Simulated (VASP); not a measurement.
# Bi (I4/mcm) in VASP: notebook, part 2 of 2

VASP 6.6.1. Earlier steps stand in the parts before.

**4. Single point, PBE**

This run uses another cell than the first one, of 42.54 Å³/atom.

The input, INCAR:

```
ALGO = Fast
EDIFF = 1E-6
ENCUT = 520
GGA = PE
ISIF = 2
ISMEAR = -1
LASPH = True
LCHARG = False
LREAL = False
LWAVE = False
NBANDS = 38
NELM = 60
PREC = Accurate
SIGMA = 0.05
```

The input, KPOINTS:

```
k-points
0
Gamma
  7 7 7
```

The input, POSCAR:

```
Bi
1.0
   -4.5083040308      4.5083040308      2.0928144856
    4.5083040308     -4.5083040308      2.0928144856
    4.5083040308      4.5083040308     -2.0928144856
Bi
4
Direct
    0.1456555000      0.3543445000      0.5000000000
    0.8543445000      0.6456555000      0.5000000000
    0.6456555000      0.1456555000      0.7913110000
    0.3543445000      0.8543445000      0.2086890000
```

Potentials or basis: VASP PAW PBE potentials, release 64 (Bi_d).

The run is started by

```bash
cat potpaw_PBE.64/Bi_d/POTCAR > POTCAR
mpirun -np 1 vasp_std > vasp.out
```

OUTCAR:

```text
EDIFF = 1E-6
   ENCUT = 520
   GGA = PE
   ISIF = 2
   ISMEAR = -1
   LASPH = True
   LREAL = False
   NELM = 60
   PREC = Accurate

 ion  position               nearest neighbor table
   1  0.146  0.354  0.500-   3 3.36   4 3.36   3 3.36   4 3.36   2 3.39   2 3.39   2 3.71
   2  0.854  0.646  0.500-   3 3.36   4 3.36   3 3.36   4 3.36   1 3.39   1 3.39   1 3.71
   3  0.646  0.146  0.791-   1 3.36   2 3.36   1 3.36   2 3.36   4 3.39   4 3.39   4 3.71
   4  0.354  0.854  0.209-   1 3.36   2 3.36   1 3.36   2 3.36   3 3.39   3 3.39   3 3.71

  LATTYP: Found a body centered tetragonal cell.
 ALAT       =     9.0166080616
 C/A-ratio  =     0.4642132543

  Lattice vectors:

 A1 = (  -4.5083040308,   4.5083040308,   2.0928144856)
 A2 = (   4.5083040308,  -4.5083040308,   2.0928144856)
 A3 = (   4.5083040308,   4.5083040308,  -2.0928144856)

Analysis of symmetry for initial positions (statically):
=====================================================================
 Subroutine PRICEL returns:
 Original cell was already a primitive cell.

 Routine SETGRP: Setting up the symmetry group for a
 body centered tetragonal supercell.

 Subroutine GETGRP returns: Found 16 space group operations
 (whereof  8 operations were pure point group operations)
 out of a pool of 16 trial point group operations.

The static configuration has the point symmetry C_4h.
 The point group associated with its full space group is D_4h.

Analysis of symmetry for dynamics (positions and initial velocities):
=====================================================================
 Subroutine PRICEL returns:
 Original cell was already a primitive cell.

 Routine SETGRP: Setting up the symmetry group for a
 body centered tetragonal supercell.

 Subroutine GETGRP returns: Found 16 space group operations
[... 124 lines left out ...]
   EFERMI_NEDOS =   21; number of points for ismear=-14 and -15
   IALGO  =     68    algorithm
   IMIX   =      4    mixing-type and parameters
     AMIX     =   0.40;   BMIX     =  1.00
     AMIX_MAG =   1.60;   BMIX_MAG =  1.00
  volume/ion in A,a.u.               =      42.54       287.05
  Fermi-wavevector in a.u.,A,eV,Ry     =   1.156608  2.185672 18.201087  1.337742
  Thomas-Fermi vector in A             =   2.293227
   LORBIT       =      0    0 simple, 1 ext, 2 COOP (PROOUT), +10 PAW based schemes
   GGA     = PE    functional components
   LHFCALC =     F    Hartree Fock is set to
   AEXX    =    0.0000 exact exchange contribution
   IVDW    =     0    specifies the selected vdW correction
   LEPSILON=     F    determine dielectric tensor
   LRPA    =     F    only Hartree local field effects (RPA)
 non-spin polarized calculation
 RMM-DIIS sequential band-by-band and
  energy-cutoff  :      520.00
  volume of cell :      170.14
 maximum number of plane-waves:      4606
 NGX is ok and might be reduce to    50
   NGX = 25   NGY = 25   NGZ = 25

 number of electron      60.0000008 magnetization

 Free energy of the ion-electron system (eV)
  ---------------------------------------------------
  ext. energy  EPLUGINS =         0.00000000
  ---------------------------------------------------
  free energy    TOTEN  =       -14.72329310 eV

  energy without entropy =      -14.69701672  energy(sigma->0) =      -14.71015491

 E-fermi :   4.5945     XC(G=0):  -8.4486

 val. band max:        4.5856983276   @ k =  -0.4286   0.4286   0.1429
 cond. band min:       4.6349350811   @ k =   0.2857   0.1429   0.1429
 fundamental gap:      0.0492367534
 Fermi energy:         4.5945439544

 k-point     1 :       0.0000    0.0000    0.0000
  band No.  band energies     occupation
      1     -18.3111      2.00000
      2     -18.3111      2.00000
      3     -18.2925      2.00000
      4     -18.2707      2.00000
      5     -18.2707      2.00000
      6     -18.2683      2.00000
[... 973 lines left out ...]
     37       9.0362      0.00000
     38       9.5194      0.00000

 [... further k-points ...]

------------------------ aborting loop because EDIFF is reached ----------------------------------------

  FORCE on cell =-STRESS in cart. coord.  units (eV):
  Direction    XX          YY          ZZ          XY          YZ          ZX
  --------------------------------------------------------------------------------------
  -------------------------------------------------------------------------------------
  Total       -1.1935961     -1.1935961     -1.7070001      0.0000000      0.0000000      0.0000000
  in kB      -11.2395997    -11.2395997    -16.0741131      0.0000000      0.0000000      0.0000000
  external PRESSURE =     -12.8511042 kB  Pullay stress =       0.0000000 kB

 VOLUME and BASIS-vectors are now :
 -----------------------------------------------------------------------------
  energy-cutoff  :      520.00
  volume of cell :      170.14
      direct lattice vectors                 reciprocal lattice vectors
    -4.508304031  4.508304031  2.092814486     0.000000000  0.110906451  0.238912719
     4.508304031 -4.508304031  2.092814486     0.110906451  0.000000000  0.238912719
     4.508304031  4.508304031 -2.092814486     0.110906451  0.110906451  0.000000000

 POSITION                                       TOTAL-FORCE (eV/Angst)
 -----------------------------------------------------------------------------------
      3.19499      1.31332      0.00000         0.100401     -0.100401     -0.000000
      1.31332      3.19499      2.09281        -0.100401      0.100401     -0.000000
      1.31332      5.82162     -0.00000        -0.100401     -0.100401     -0.000000
      3.19499     -1.31332      2.09281         0.100401      0.100401      0.000000
 -----------------------------------------------------------------------------------
    total drift:                               -0.000000      0.000000     -0.000000

  FREE ENERGIE OF THE ION-ELECTRON SYSTEM (eV)
  ---------------------------------------------------
  free  energy   TOTEN  =       -14.7232930950 eV

  energy  without entropy=      -14.6970167242  energy(sigma->0) =      -14.71015491
```

OSZICAR:

```text
N       E                     dE             d eps       ncg     rms          rms(c)
DAV:   1     0.699339402104E+03    0.69934E+03   -0.31367E+04  3056   0.178E+03
DAV:   2     0.619627204150E+02   -0.63738E+03   -0.62572E+03  3054   0.506E+02
DAV:   3    -0.111238201171E+02   -0.73087E+02   -0.71642E+02  3564   0.192E+02
DAV:   4    -0.145620243309E+02   -0.34382E+01   -0.34207E+01  3388   0.446E+01
DAV:   5    -0.147453640965E+02   -0.18334E+00   -0.18332E+00  4048   0.917E+00    0.108E+00
RMM:   6    -0.147232403495E+02    0.22124E-01   -0.69585E-02  3463   0.187E+00    0.668E-01
RMM:   7    -0.147206582242E+02    0.25821E-02   -0.66110E-02  3316   0.159E+00    0.202E-01
RMM:   8    -0.147223720119E+02   -0.17138E-02   -0.13651E-02  3780   0.115E+00    0.579E-02
RMM:   9    -0.147229119866E+02   -0.53997E-03   -0.67044E-03  4804   0.525E-01    0.392E-02
RMM:  10    -0.147231969908E+02   -0.28500E-03   -0.98878E-04  4655   0.198E-01    0.154E-02
RMM:  11    -0.147232738370E+02   -0.76846E-04   -0.29940E-04  4515   0.871E-02    0.876E-03
RMM:  12    -0.147232916328E+02   -0.17796E-04   -0.89558E-05  3915   0.619E-02    0.691E-03
RMM:  13    -0.147232922189E+02   -0.58610E-06   -0.34325E-05  4356   0.373E-02    0.225E-03
RMM:  14    -0.147232930950E+02   -0.87610E-06   -0.96230E-06  3504   0.156E-02
   1 F= -.14723293E+02 E0= -.14710155E+02  d E =-.262764E-01
```

Wall time 11 min (1 thread of Intel Xeon 8259CL, shared host); peak memory 0.44 GiB.

What came out:

| Property | Result |
| --- | --- |
| Free energy | -14.7233 eV |
| Pressure | -1.3 GPa |
| Largest force | 0.142 eV/Å |
| Band gap on the k mesh | zero (bands 30 and 31 overlap by 1.36 eV) |

Forces in eV/Å, atoms in the order of the input:
```
Bi   0.100 -0.100  0.000
Bi  -0.100  0.100  0.000
Bi  -0.100 -0.100  0.000
Bi   0.100  0.100  0.000
```

Stress tensor (GPa, compression positive):
```
-1.12  0.00  0.00
 0.00 -1.12  0.00
 0.00  0.00 -1.61
```

Caveat: spin-orbit coupling is left out, which moves the levels of the heavy elements.

**5. The runs side by side**

```csv
cell,gap on the mesh (eV),pressure (GPa),largest force (eV/Å)
"a = 6.623 Å, angles 95.6, 95.6, 143.7°, 4 atoms",none,0.1,0.03
"a = 6.667 Å, angles 95.6, 95.6, 143.7°, 4 atoms",none,-0.6,0.09
"a = 6.710 Å, angles 95.6, 95.6, 143.7°, 4 atoms",none,-1.3,0.14
```

Alike in all rows: task single point; level PBE; potentials or basis VASP PAW PBE potentials, release 64 (Bi_d); no spin polarisation; k mesh 7 × 7 × 7; cutoff (eV) 520; smearing fermi-dirac 0.05 eV.

Caveats: spin-orbit coupling is left out, which moves the levels of the heavy elements.

Total energies depend on the potentials used, so only differences within one code and one set of settings carry meaning.
